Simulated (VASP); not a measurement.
# PbO4H4 in VASP: single point with PBE

Aim: the single point of PbO4H4 with PBE.

Program: VASP 6.6.1. These are calculated values, not measurements. Logs are shortened: lines on timing, memory, paths and dates and some standing lists are left out, and cuts for length are marked.

### 1 The cell of the first run

The cell holds a molecule in a box, 9 atoms: a = 13.010 Å, b = 12.910 Å, c = 12.990 Å, α = 90.00°, β = 90.00°, γ = 90.00°.

### 2 Single point, PBE, non-collinear spin, zero start, spin-orbit coupling

INCAR

```
SYSTEM = H4PbO4
ALGO     = Normal         ! electronic algorithm
EDIFF    = 1E-6           ! SCF threshold, eV
ENCUT    = 520            ! plane-wave cutoff, eV
GGA      = PE             ! functional
GGA_COMPAT= .FALSE.      
ISIF     = 2              ! what is computed and relaxed
ISMEAR   = 0              ! smearing method
LASPH    = .TRUE.         ! aspherical terms in the spheres
LCHARG   = .FALSE.        ! write CHGCAR
LNONCOLLINEAR= .TRUE.         ! non-collinear magnetism
LORBIT   = 11             ! projections on sites
LORBMOM  = .TRUE.       
LREAL    = .FALSE.        ! projectors in reciprocal space
LSORBIT  = .TRUE.         ! spin-orbit coupling
LWAVE    = .FALSE.        ! write WAVECAR
MAGMOM   = 0 0 0 0 0 0 0 0 0 0 0 0 0 0 0 0 0 0 0 0 0 0 0 0 0 0 0 ! initial moments
NBANDS   = 61             ! bands
NELM     = 150            ! most SCF steps
PREC     = Accurate       ! precision mode
SIGMA    = 0.01           ! smearing width, eV
```

KPOINTS

```
k-points
0
G
  1 1 1
  0 0 0
```

POSCAR

```
H4PbO4
1.0
   13.0100000000      0.0000000000      0.0000000000
    0.0000000000     12.9100000000      0.0000000000
    0.0000000000      0.0000000000     12.9900000000
Pb O H
1 4 4
Direct
    0.4818209100      0.4962068200      0.4868445000
    0.4803405100      0.3792757600      0.5987151700
    0.5014734800      0.4189783100      0.3464203200
    0.5990330500      0.6073896200      0.4912863700
    0.3458877800      0.5801409800      0.5096558900
    0.4361621800      0.4039938000      0.6538452700
    0.4771398900      0.3485670000      0.3568237100
    0.6539162200      0.5814446200      0.4475519600
    0.3611099200      0.6510805600      0.4897667400
```

Potentials or basis: VASP PAW PBE potentials, release 64 (Pb_d, O, H).

Started as:

```sh
$ cat potpaw_PBE.64/Pb_d/POTCAR potpaw_PBE.64/O/POTCAR potpaw_PBE.64/H/POTCAR > POTCAR
$ mpirun -np 1 vasp_ncl > vasp.out
```

OUTCAR:

```text
SYSTEM = H4PbO4
   EDIFF = 1E-6
   ENCUT = 520
   GGA = PE
   ISIF = 2
   ISMEAR = 0
   LASPH = .TRUE.
   LNONCOLLINEAR = .TRUE.
   LORBIT = 11
   LREAL = .FALSE.
   LSORBIT = .TRUE.
   NELM = 150
   PREC = Accurate

 ion  position               nearest neighbor table
   1  0.482  0.496  0.487-   3 2.09   4 2.10   5 2.10   2 2.10
   2  0.480  0.379  0.599-   6 0.97   1 2.10
   3  0.501  0.419  0.346-   7 0.97   1 2.09
   4  0.599  0.607  0.491-   8 0.97   1 2.10
   5  0.346  0.580  0.510-   9 0.97   1 2.10
   6  0.436  0.404  0.654-   2 0.97
   7  0.477  0.349  0.357-   3 0.97
   8  0.654  0.581  0.448-   4 0.97
   9  0.361  0.651  0.490-   5 0.97

  LATTYP: Found a simple orthorhombic cell.
 ALAT       =    12.9100000000
 B/A-ratio  =     1.0061967467
 C/A-ratio  =     1.0077459334

  Lattice vectors:

 A1 = (   0.0000000000,  12.9100000000,   0.0000000000)
 A2 = (   0.0000000000,   0.0000000000,  12.9900000000)
 A3 = (  13.0100000000,   0.0000000000,   0.0000000000)

Analysis of symmetry for initial positions (statically):
=====================================================================
 Subroutine PRICEL returns:
 Original cell was already a primitive cell.

 Routine SETGRP: Setting up the symmetry group for a
 simple orthorhombic supercell.

 Subroutine GETGRP returns: Found  1 space group operations
 (whereof  1 operations were pure point group operations)
 out of a pool of  8 trial point group operations.

The static configuration has the point symmetry C_1 .

Analysis of symmetry for dynamics (positions and initial velocities):
=====================================================================
 Subroutine PRICEL returns:
 Original cell was already a primitive cell.

 Routine SETGRP: Setting up the symmetry group for a
 simple orthorhombic supercell.

 Subroutine GETGRP returns: Found  1 space group operations
 (whereof  1 operations were pure point group operations)
 out of a pool of  8 trial point group operations.

The dynamic configuration has the point symmetry C_1 .

Analysis of structural, dynamic, and magnetic symmetry:
=====================================================================
 Subroutine PRICEL returns:
 Original cell was already a primitive cell.

 Routine SETGRP: Setting up the symmetry group for a
 simple orthorhombic supercell.

 Subroutine GETGRP returns: Found  1 space group operations
 (whereof  1 operations were pure point group operations)
 out of a pool of  8 trial point group operations.

The overall configuration has the point symmetry C_1 .

 Subroutine INISYM returns: Found  1 space group operations
 (whereof  1 operations are pure point group operations),
 and found     1 'primitive' translations

----------------------------------------------------------------------------------------

                                     Primitive cell

  volume of cell :    2181.7887

  direct lattice vectors                    reciprocal lattice vectors
    13.010000000  0.000000000  0.000000000     0.076863951  0.000000000  0.000000000
     0.000000000 12.910000000  0.000000000     0.000000000  0.077459334  0.000000000
     0.000000000  0.000000000 12.990000000     0.000000000  0.000000000  0.076982294

  length of vectors
    13.010000000 12.910000000 12.990000000     0.076863951  0.077459334  0.076982294

  position of ions in fractional coordinates (direct lattice)
     0.481820910  0.496206820  0.486844500
     0.480340510  0.379275760  0.598715170
     0.501473480  0.418978310  0.346420320
     0.599033050  0.607389620  0.491286370
     0.345887780  0.580140980  0.509655890
     0.436162180  0.403993800  0.653845270
     0.477139890  0.348567000  0.356823710
     0.653916220  0.581444620  0.447551960
     0.361109920  0.651080560  0.489766740

  ion indices of the primitive-cell ions
[... 183 lines left out ...]
  Total        0.0575360      0.3303415      0.0516173      0.0101433      0.0265471     -0.2806690
  in kB        0.0422510      0.2425834      0.0379047      0.0074487      0.0194946     -0.2061068
  external PRESSURE =       0.1075797 kB  Pullay stress =       0.0000000 kB

 VOLUME and BASIS-vectors are now :
 -----------------------------------------------------------------------------
  energy-cutoff  :      520.00
  volume of cell :     2181.79
      direct lattice vectors                 reciprocal lattice vectors
    13.010000000  0.000000000  0.000000000     0.076863951  0.000000000  0.000000000
     0.000000000 12.910000000  0.000000000     0.000000000  0.077459334  0.000000000
     0.000000000  0.000000000 12.990000000     0.000000000  0.000000000  0.076982294

 POSITION                                       TOTAL-FORCE (eV/Angst)
 -----------------------------------------------------------------------------------
      6.26849      6.40603      6.32411        -0.001052      0.003827     -0.002361
      6.24923      4.89645      7.77731         0.156508     -0.037453     -0.222858
      6.52417      5.40901      4.50000         0.070371      0.261915     -0.005863
      7.79342      7.84140      6.38181        -0.222687      0.044544      0.163787
      4.50000      7.48962      6.62043        -0.010161     -0.277114      0.053136
      5.67447      5.21556      8.49345        -0.171256      0.060531      0.219122
      6.20759      4.50000      4.63514        -0.072324     -0.273038      0.023595
      8.50745      7.50645      5.81370         0.218664     -0.067618     -0.173313
      4.69804      8.40545      6.36207         0.031937      0.284405     -0.055245
 -----------------------------------------------------------------------------------
    total drift:                                0.000767     -0.001038     -0.000182

  FREE ENERGIE OF THE ION-ELECTRON SYSTEM (eV)
  ---------------------------------------------------
  free  energy   TOTEN  =       -43.8043912842 eV

  energy  without entropy=      -43.8043912842  energy(sigma->0) =      -43.80439128

 orbital moment (x)

 # of ion     p       d       tot
 ----------------------------------------
  1         0.000   0.000   0.000
  2        -0.000   0.000  -0.000
  3        -0.000   0.000  -0.000
  4        -0.000   0.000  -0.000
  5        -0.000   0.000  -0.000
  6        -0.000   0.000  -0.000
  7        -0.000   0.000  -0.000
  8         0.000   0.000   0.000
  9         0.000   0.000   0.000
 ----------------------------------------
           -0.000   0.000  -0.000

 orbital moment (y)

 # of ion     p       d       tot
 ----------------------------------------
  1         0.000  -0.000  -0.000
  2        -0.000   0.000  -0.000
  3        -0.000   0.000  -0.000
  4        -0.000   0.000  -0.000
  5        -0.000   0.000  -0.000
  6         0.000   0.000   0.000
  7        -0.000   0.000  -0.000
  8         0.000   0.000   0.000
  9        -0.000   0.000  -0.000
 ----------------------------------------
           -0.000  -0.000  -0.000

 orbital moment (z)

 # of ion     p       d       tot
 ----------------------------------------
  1         0.000  -0.000  -0.000
  2         0.000   0.000   0.000
  3         0.000   0.000   0.000
  4         0.000   0.000   0.000
  5         0.000   0.000   0.000
  6        -0.000   0.000  -0.000
  7        -0.000   0.000  -0.000
  8         0.000   0.000   0.000
  9         0.000   0.000   0.000
 ----------------------------------------
            0.000  -0.000   0.000

 Spin-Orbit-Coupling matrix elements

 Ion:    1  E_soc:     -0.8091004
 l=   1
     0.0000000    -0.0687857    -0.0687923
    -0.0687857     0.0000000    -0.0686712
    -0.0687923    -0.0686712     0.0000000
 l=   2
     0.0000000    -0.0139254     0.0000000    -0.0130031    -0.0530815
    -0.0139254     0.0000000    -0.0405138    -0.0129909    -0.0125397
     0.0000000    -0.0405138     0.0000000    -0.0391913     0.0000000
    -0.0130031    -0.0129909    -0.0391913     0.0000000    -0.0130553
    -0.0530815    -0.0125397     0.0000000    -0.0130553     0.0000000
 l=   3
     0.0000000     0.0000000     0.0000000     0.0000000     0.0000000     0.0000000     0.0000000
     0.0000000     0.0000000     0.0000000     0.0000000     0.0000000     0.0000000     0.0000000
     0.0000000     0.0000000     0.0000000     0.0000000     0.0000000     0.0000000     0.0000000
     0.0000000     0.0000000     0.0000000     0.0000000     0.0000000     0.0000000     0.0000000
[... 149 lines left out ...]
 l=   2
     0.0000000     0.0000000     0.0000000     0.0000000     0.0000000
     0.0000000     0.0000000     0.0000000     0.0000000     0.0000000
     0.0000000     0.0000000     0.0000000     0.0000000     0.0000000
     0.0000000     0.0000000     0.0000000     0.0000000     0.0000000
     0.0000000     0.0000000     0.0000000     0.0000000     0.0000000
 l=   3
     0.0000000     0.0000000     0.0000000     0.0000000     0.0000000     0.0000000     0.0000000
     0.0000000     0.0000000     0.0000000     0.0000000     0.0000000     0.0000000     0.0000000
     0.0000000     0.0000000     0.0000000     0.0000000     0.0000000     0.0000000     0.0000000
     0.0000000     0.0000000     0.0000000     0.0000000     0.0000000     0.0000000     0.0000000
     0.0000000     0.0000000     0.0000000     0.0000000     0.0000000     0.0000000     0.0000000
     0.0000000     0.0000000     0.0000000     0.0000000     0.0000000     0.0000000     0.0000000
     0.0000000     0.0000000     0.0000000     0.0000000     0.0000000     0.0000000     0.0000000

 total charge

# of ion       s       p       d       tot
------------------------------------------
    1        1.106   0.864   9.988  11.958
    2        1.578   3.456   0.000   5.034
    3        1.578   3.457   0.000   5.035
    4        1.578   3.457   0.000   5.035
    5        1.578   3.457   0.000   5.035
    6        0.623   0.123   0.000   0.746
    7        0.623   0.123   0.000   0.746
    8        0.623   0.123   0.000   0.746
    9        0.623   0.123   0.000   0.747
--------------------------------------------------
tot          9.912  15.183   9.988  35.083

 magnetization (x)

# of ion       s       p       d       tot
------------------------------------------
    1        0.000   0.000   0.000   0.000
    2       -0.000  -0.000   0.000  -0.000
    3        0.000  -0.000   0.000  -0.000
    4        0.000   0.000   0.000   0.000
    5       -0.000  -0.000   0.000  -0.000
    6        0.000  -0.000   0.000  -0.000
    7        0.000  -0.000   0.000   0.000
    8        0.000  -0.000   0.000   0.000
    9       -0.000  -0.000   0.000  -0.000
--------------------------------------------------
tot          0.000  -0.000   0.000  -0.000

 magnetization (y)

# of ion       s       p       d       tot
------------------------------------------
    1       -0.000  -0.000   0.000  -0.000
    2        0.000  -0.000   0.000   0.000
    3        0.000   0.000   0.000   0.000
    4       -0.000  -0.000   0.000  -0.000
    5        0.000   0.000   0.000   0.000
    6        0.000  -0.000   0.000   0.000
    7       -0.000   0.000   0.000  -0.000
    8        0.000  -0.000   0.000   0.000
    9       -0.000   0.000   0.000  -0.000
--------------------------------------------------
tot         -0.000   0.000   0.000   0.000

 magnetization (z)

# of ion       s       p       d       tot
------------------------------------------
    1       -0.000  -0.000   0.000  -0.000
    2       -0.000   0.000   0.000   0.000
    3        0.000  -0.000   0.000  -0.000
    4        0.000   0.000   0.000   0.000
    5       -0.000  -0.000   0.000  -0.000
    6       -0.000   0.000   0.000  -0.000
    7       -0.000   0.000   0.000  -0.000
    8       -0.000  -0.000   0.000  -0.000
    9       -0.000   0.000   0.000  -0.000
--------------------------------------------------
tot         -0.000   0.000   0.000   0.000
```

Wall time 59 min (1 thread of Intel Xeon 8259CL, shared host); peak memory 4.8 GiB.

What came out:

| Property | Result |
| --- | --- |
| Free energy | -43.8044 eV |
| Largest force | 0.291 eV/Å |
| Net moment | 0.00 μB per cell |
| Valence electrons inside the program's atomic spheres | Pb 11.96; O 5.03, 5.04 (each value once); H 0.75 |

Forces in eV/Å, atoms in the order of the input:
```
Pb  -0.001  0.004 -0.002
O    0.157 -0.037 -0.223
O    0.070  0.262 -0.006
O   -0.223  0.045  0.164
O   -0.010 -0.277  0.053
H   -0.171  0.061  0.219
H   -0.072 -0.273  0.024
H    0.219 -0.068 -0.173
H    0.032  0.284 -0.055
```

Moments on the atoms (μB; x, y, z):
```
Pb  0.00 0.00 0.00
O   0.00 0.00 0.00
O   0.00 0.00 0.00
O   0.00 0.00 0.00
O   0.00 0.00 0.00
H   0.00 0.00 0.00
H   0.00 0.00 0.00
H   0.00 0.00 0.00
H   0.00 0.00 0.00
```
